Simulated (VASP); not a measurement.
# HfTi3N4 (Pm-3m) in VASP: a series of runs

HfTi3N4 is run at these levels: PBE; tasks: single point, relaxation of cell and atoms.

Program: VASP 6.6.1. These are calculated values, not measurements. Logs are shortened: lines on timing, memory, paths and dates and some standing lists are left out, and cuts for length are marked.

## 1. The cell of the first run

Symmetry: Pm-3m, No. 221, cubic system. Conventional cell: a = 4.342 Å, b = 4.342 Å, c = 4.342 Å, α = 90.00°, β = 90.00°, γ = 90.00°. Hf (site symmetry m-3m) has 6 N at 2.17 Å within 2.9 Å. Within 2.9 Å of Ti (site symmetry 4/mmm) lie 6 N at 2.17 Å. Within 2.9 Å of N (site symmetry 4/mmm) lie 2 Hf at 2.17 Å and 4 Ti at 2.17 Å. N (site symmetry m-3m) has 6 Ti at 2.17 Å within 2.9 Å.

## 2. Single point, PBE

INCAR

```
  ALGO = Normal
  EDIFF = 1E-6
  ENCUT = 520
  GGA = PE
  ISIF = 2
  ISMEAR = 0
  LASPH = T
  LCHARG = F
  LREAL = F
  LWAVE = F
  NBANDS = 43
  NELM = 80
  PREC = Accurate
  SIGMA = 0.1
```

KPOINTS

```
k-points
0
Gamma
  10 10 10
```

POSCAR

```
HfTi3N4
1.0
    4.3418550652      0.0000000000      0.0000000000
    0.0000000000      4.3418550652      0.0000000000
    0.0000000000      0.0000000000      4.3418550652
Hf Ti N
1 3 4
Direct
    0.5000000000      0.5000000000      0.5000000000
    0.5000000000      0.0000000000      0.0000000000
    0.0000000000      0.0000000000      0.5000000000
    0.0000000000      0.5000000000      0.0000000000
    0.0000000000      0.5000000000      0.5000000000
    0.5000000000      0.5000000000      0.0000000000
    0.0000000000      0.0000000000      0.0000000000
    0.5000000000      0.0000000000      0.5000000000
```

Potentials or basis: VASP PAW PBE potentials, release 64 (Hf_pv, Ti_sv, N).

The run is started by

```bash
$ cat potpaw_PBE.64/Hf_pv/POTCAR potpaw_PBE.64/Ti_sv/POTCAR potpaw_PBE.64/N/POTCAR > POTCAR
$ mpirun -np 1 vasp_std > vasp.out
```

OUTCAR:

```text
EDIFF = 1E-6
   ENCUT = 520
   GGA = PE
   ISIF = 2
   ISMEAR = 0
   LASPH = T
   LREAL = F
   NELM = 80
   PREC = Accurate

 ion  position               nearest neighbor table
   1  0.500  0.500  0.500-   5 2.17   6 2.17   8 2.17   6 2.17   8 2.17   5 2.17   2 3.07   4 3.07
                             2 3.07   2 3.07   3 3.07   3 3.07   2 3.07   3 3.07   4 3.07   4 3.07
   2  0.500  0.000  0.000-   6 2.17   7 2.17   8 2.17   8 2.17   6 2.17   7 2.17   1 3.07   1 3.07
                             1 3.07   1 3.07
   3  0.000  0.000  0.500-   5 2.17   7 2.17   8 2.17   7 2.17   5 2.17   8 2.17   1 3.07   1 3.07
                             1 3.07   1 3.07
   4  0.000  0.500  0.000-   5 2.17   6 2.17   7 2.17   5 2.17   7 2.17   6 2.17   1 3.07   1 3.07
                             1 3.07   1 3.07
   5  0.000  0.500  0.500-   1 2.17   3 2.17   4 2.17   4 2.17   3 2.17   1 2.17
   6  0.500  0.500  0.000-   1 2.17   2 2.17   4 2.17   1 2.17   2 2.17   4 2.17
   7  0.000  0.000  0.000-   2 2.17   3 2.17   4 2.17   3 2.17   4 2.17   2 2.17
   8  0.500  0.000  0.500-   1 2.17   2 2.17   3 2.17   2 2.17   1 2.17   3 2.17

  LATTYP: Found a simple cubic cell.
 ALAT       =     4.3418550652

  Lattice vectors:

 A1 = (   4.3418550652,   0.0000000000,   0.0000000000)
 A2 = (   0.0000000000,   4.3418550652,   0.0000000000)
 A3 = (   0.0000000000,   0.0000000000,   4.3418550652)

Analysis of symmetry for initial positions (statically):
=====================================================================
 Subroutine PRICEL returns:
 Original cell was already a primitive cell.

 Routine SETGRP: Setting up the symmetry group for a
 simple cubic supercell.

 Subroutine GETGRP returns: Found 48 space group operations
 (whereof 48 operations were pure point group operations)
 out of a pool of 48 trial point group operations.

The static configuration has the point symmetry O_h .

Analysis of symmetry for dynamics (positions and initial velocities):
=====================================================================
 Subroutine PRICEL returns:
 Original cell was already a primitive cell.

 Routine SETGRP: Setting up the symmetry group for a
 simple cubic supercell.

 Subroutine GETGRP returns: Found 48 space group operations
 (whereof 48 operations were pure point group operations)
 out of a pool of 48 trial point group operations.

The dynamic configuration has the point symmetry O_h .

 Subroutine INISYM returns: Found 48 space group operations
 (whereof 48 operations are pure point group operations),
 and found     1 'primitive' translations

----------------------------------------------------------------------------------------

                                     Primitive cell

  volume of cell :      81.8514

  direct lattice vectors                    reciprocal lattice vectors
     4.341855065  0.000000000  0.000000000     0.230316301  0.000000000  0.000000000
     0.000000000  4.341855065  0.000000000     0.000000000  0.230316301  0.000000000
     0.000000000  0.000000000  4.341855065     0.000000000  0.000000000  0.230316301

  length of vectors
     4.341855065  4.341855065  4.341855065     0.230316301  0.230316301  0.230316301

  position of ions in fractional coordinates (direct lattice)
     0.500000000  0.500000000  0.500000000
     0.500000000  0.000000000  0.000000000
     0.000000000  0.000000000  0.500000000
     0.000000000  0.500000000  0.000000000
     0.000000000  0.500000000  0.500000000
     0.500000000  0.500000000  0.000000000
     0.000000000  0.000000000  0.000000000
     0.500000000  0.000000000  0.500000000

  ion indices of the primitive-cell ions
   primitive index   ion index
                 1           1
                 2           2
                 3           3
                 4           4
                 5           5
                 6           6
                 7           7
                 8           8

----------------------------------------------------------------------------------------

 KPOINTS: k-points

Automatic generation of k-mesh.
 Grid dimensions read from file:
 generate k-points for:   10   10   10

 Generating k-lattice:

  Cartesian coordinates                     Fractional coordinates (reciprocal lattice)
     0.023031630  0.000000000  0.000000000     0.100000000  0.000000000  0.000000000
     0.000000000  0.023031630  0.000000000     0.000000000  0.100000000  0.000000000
     0.000000000  0.000000000  0.023031630     0.000000000  0.000000000  0.100000000

  Length of vectors
     0.023031630  0.023031630  0.023031630

  Shift w.r.t. Gamma in fractional coordinates (k-lattice)
     0.000000000  0.000000000  0.000000000

 Subroutine IBZKPT returns following result:
 ===========================================

 Found     56 irreducible k-points:

 Following reciprocal coordinates:
            Coordinates               Weight
  0.000000  0.000000  0.000000      1.000000
  0.100000  0.000000  0.000000      6.000000
  0.200000  0.000000  0.000000      6.000000
  0.300000  0.000000  0.000000      6.000000
  0.400000  0.000000  0.000000      6.000000
  0.500000  0.000000  0.000000      3.000000
[... 16 lines left out ...]
  0.200000  0.100000  0.100000     24.000000
  0.300000  0.100000  0.100000     24.000000
 [... further k-points ...]
   k-points           NKPTS =     56   k-points in BZ     NKDIM =     56   number of bands    NBANDS=     43
   number of dos      NEDOS =    301   number of ions     NIONS =      8
   total plane-waves  NPLWV =  32768
   dimension x,y,z NGX =    32 NGY =   32 NGZ =   32
   dimension x,y,z NGXF=    64 NGYF=   64 NGZF=   64
   ions per type =               1   3   4
   NGX,Y,Z   is equivalent  to a cutoff of  12.25, 12.25, 12.25 a.u.
   NGXF,Y,Z  is equivalent  to a cutoff of  24.51, 24.51, 24.51 a.u.
 SYSTEM =  unknown system
   PREC   = accura    normal or accurate (medium, high low for compatibility)
   ISTART =      0    job   : 0-new  1-cont  2-samecut
   ICHARG =      2    charge: 1-file 2-atom 10-const
   ISPIN  =      1    spin polarized calculation?
   LNONCOLLINEAR =      F non collinear calculations
   LSORBIT =      F    spin-orbit coupling
   LASPH  =      T    aspherical Exc in radial PAW
   ENCUT  =  520.0 eV  38.22 Ry    6.18 a.u.   8.07  8.07  8.07*2*pi/ulx,y,z
   NELM   =     80;   NELMIN=  2; NELMDL= -5     # of ELM steps
   EDIFF  = 0.1E-05   stopping-criterion for ELM
   LREAL  =      F    real-space projection
   EDIFFG = 0.1E-04   stopping-criterion for IOM
   NSW    =      0    number of steps for IOM
   IBRION =     -1    ionic relax: 0-MD 1-quasi-New 2-CG
   NFREE  =      0    steps in history (QN), initial steepest desc. (CG)
   ISIF   =      2    stress and relaxation
   ISYM   =      2    0-nonsym 1-usesym 2-fastsym
   POTIM  = 0.5000    time-step for ionic-motion
   TEBEG  =    0.0;   TEEND  =   0.0 temperature during run
   PSTRESS=    0.0 pullay stress
   NELECT =      66.0000    total number of electrons
   NUPDOWN=      -1.0000    fix difference up-down
   EMIN   =  10.00;   EMAX   =-10.00  energy-range for DOS
   EFERMI =   0.00;   METHOD = LEGACY
   ISMEAR =     0;   SIGMA  =   0.10  broadening in eV -4-tet -1-fermi 0-gaus
   EFERMI_NEDOS =   21; number of points for ismear=-14 and -15
   IALGO  =     38    algorithm
   IMIX   =      4    mixing-type and parameters
     AMIX     =   0.40;   BMIX     =  1.00
     AMIX_MAG =   1.60;   BMIX_MAG =  1.00
  volume/ion in A,a.u.               =      10.23        69.05
  Fermi-wavevector in a.u.,A,eV,Ry     =   1.523752  2.879473 31.590261  2.321819
  Thomas-Fermi vector in A             =   2.632152
   LORBIT       =      0    0 simple, 1 ext, 2 COOP (PROOUT), +10 PAW based schemes
   GGA     = PE    functional components
   LHFCALC =     F    Hartree Fock is set to
   AEXX    =    0.0000 exact exchange contribution
   IVDW    =     0    specifies the selected vdW correction
   LEPSILON=     F    determine dielectric tensor
   LRPA    =     F    only Hartree local field effects (RPA)
 non-spin polarized calculation
 Gauss-broadening in eV      SIGMA  =   0.10
  energy-cutoff  :      520.00
  volume of cell :       81.85
 maximum number of plane-waves:      2272
   NGX = 17   NGY = 17   NGZ = 17

 number of electron      66.0000024 magnetization

 Free energy of the ion-electron system (eV)
  ---------------------------------------------------
  ext. energy  EPLUGINS =         0.00000000
  ---------------------------------------------------
  free energy    TOTEN  =       -80.48744427 eV

  energy without entropy =      -80.46945936  energy(sigma->0) =      -80.47845182

 E-fermi :  10.3093     XC(G=0): -12.8215

 val. band max:       10.2975592621   @ k =   0.3000   0.2000   0.2000
 cond. band min:      10.3203580703   @ k =   0.3000   0.3000   0.0000
 fundamental gap:      0.0227988082
 Fermi energy:        10.3093062812

 k-point     1 :       0.0000    0.0000    0.0000
  band No.  band energies     occupation
      1     -47.6486      2.00000
      2     -47.5777      2.00000
      3     -47.5777      2.00000
      4     -24.0698      2.00000
      5     -24.0698      2.00000
      6     -24.0698      2.00000
[... 35 lines left out ...]
     42      12.2827      0.00000
     43      12.3739      0.00000

 k-point     2 :       0.1000    0.0000    0.0000
  band No.  band energies     occupation
      1     -47.6471      2.00000
      2     -47.5792      2.00000
      3     -47.5777      2.00000
      4     -24.0650      2.00000
      5     -24.0650      2.00000
      6     -24.0633      2.00000
[... 35 lines left out ...]
     42      12.3814      0.00000
     43      12.3878      0.00000

 k-point     3 :       0.2000    0.0000    0.0000
  band No.  band energies     occupation
      1     -47.6427      2.00000
      2     -47.5836      2.00000
      3     -47.5776      2.00000
      4     -24.0514      2.00000
      5     -24.0514      2.00000
      6     -24.0443      2.00000
[... 919 lines left out ...]
      6     -24.0209      2.00000
[... 35 lines left out ...]
     42      12.3453      0.00000
     43      12.3928      0.00000

 k-point    24 :       0.3000    0.1000    0.1000
  band No.  band energies     occupation
      1     -47.6335      2.00000
      2     -47.5904      2.00000
      3     -47.5798      2.00000
      4     -24.0592      2.00000
      5     -24.0152      2.00000
      6     -23.9930      2.00000
[... 35 lines left out ...]
     42      12.3858      0.00000
     43      12.8603      0.00000

 [... further k-points ...]
[... 5 lines left out ...]
  --------------------------------------------------------------------------------------
  -------------------------------------------------------------------------------------
  Total       -0.1763529     -0.1763529     -0.1763529      0.0000000     -0.0000000      0.0000000
  in kB       -3.4519710     -3.4519710     -3.4519710      0.0000000     -0.0000000      0.0000000
  external PRESSURE =      -3.4519710 kB  Pullay stress =       0.0000000 kB

 VOLUME and BASIS-vectors are now :
 -----------------------------------------------------------------------------
  energy-cutoff  :      520.00
  volume of cell :       81.85
      direct lattice vectors                 reciprocal lattice vectors
     4.341855065  0.000000000  0.000000000     0.230316301  0.000000000  0.000000000
     0.000000000  4.341855065  0.000000000     0.000000000  0.230316301  0.000000000
     0.000000000  0.000000000  4.341855065     0.000000000  0.000000000  0.230316301

 POSITION                                       TOTAL-FORCE (eV/Angst)
 -----------------------------------------------------------------------------------
      2.17093      2.17093      2.17093         0.000000      0.000000      0.000000
      2.17093      0.00000      0.00000         0.000000      0.000000      0.000000
      0.00000      0.00000      2.17093         0.000000      0.000000      0.000000
      0.00000      2.17093      0.00000         0.000000      0.000000      0.000000
      0.00000      2.17093      2.17093         0.000000      0.000000      0.000000
      2.17093      2.17093      0.00000         0.000000      0.000000      0.000000
      0.00000      0.00000      0.00000         0.000000      0.000000      0.000000
      2.17093      0.00000      2.17093         0.000000      0.000000      0.000000
 -----------------------------------------------------------------------------------
    total drift:                                0.000000      0.000000      0.000000

  FREE ENERGIE OF THE ION-ELECTRON SYSTEM (eV)
  ---------------------------------------------------
  free  energy   TOTEN  =       -80.4874442731 eV

  energy  without entropy=      -80.4694593571  energy(sigma->0) =      -80.47845182
```

Wall time 3 min (1 thread of Intel Xeon Platinum 8375C at 2.90GHz (Ice Lake), shared host); peak memory 0.29 GiB.

Results:

* Free energy: -80.4874 eV
* Pressure: -0.3 GPa
* Band gap on the k mesh: zero (band 33 reaches 11.73 eV, above the bottom of band 34 at 7.89 eV)

Caveat: spin-orbit coupling is left out, which moves the levels of the heavy elements.

(Part 1 of 2 ends here.)
